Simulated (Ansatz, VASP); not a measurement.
**Cr in VASP and in Ansatz**

Contents of INCAR:

```
SYSTEM = Cr
ALGO = Normal ; EDIFF = 1E-6
ENCUT = 500 ; GGA = PE
GGA_COMPAT = .False. ; ISIF = 2
ISMEAR = -1 ; ISPIN = 2
LASPH = .True. ; LCHARG = .True.
LELF = .True. ; LMAXMIX = 4
LORBIT = 11 ; LREAL = .False.
LVHAR = .True. ; LWAVE = .False.
MAGMOM = 0 ; NBANDS = 16
NELM = 200 ; PREC = Accurate
SIGMA = 0.1
```

The input KPOINTS:

```
k-points
0
Gamma
  8 8 8
  0 0 0
```

File POSCAR:

```
Cr
1.0
   -1.4530650000      1.4530650000      1.4530650000
    1.4530650000     -1.4530650000      1.4530650000
    1.4530650000      1.4530650000     -1.4530650000
Cr
1
Direct
    0.0000000000      0.0000000000      0.0000000000
```

Input for Ansatz:

```yaml
crystal:
  lattice:
    - [-1.453065, 1.453065, 1.453065]
    - [1.453065, -1.453065, 1.453065]
    - [1.453065, 1.453065, -1.453065]
  atoms:
    - { symbol: Cr, position: [0, 0, 0] }
kpoints:
  mp_grid: { grid: [8, 8, 8], shift: [0, 0, 0] }
hamiltonian:
  xc: pbe
  pseudopotentials: { kind: nc }
scf:
  occupations: { method: fermi_dirac }
  algorithm: direct_min
magnetization:
  spin_polarized: true
```

Alike in both runs: task single point; functional PBE; k mesh 8 × 8 × 8; collinear spin.

```csv
,VASP,Ansatz
version,VASP 6.6.1,Ansatz 0.2 development build
potentials or method,"VASP PAW PBE potentials, release 64 (Cr_pv)",scalar-relativistic
plane-wave cutoff (eV),500,1279
occupations,"fermi-dirac, width 0.1 eV",fermi-dirac
```

```tsv
	VASP	Ansatz	Ansatz less VASP
net moment per atom (μB)	0.00	0.00	0.000
```

The k mesh is coarse, so the values compare programs but aren't converged.
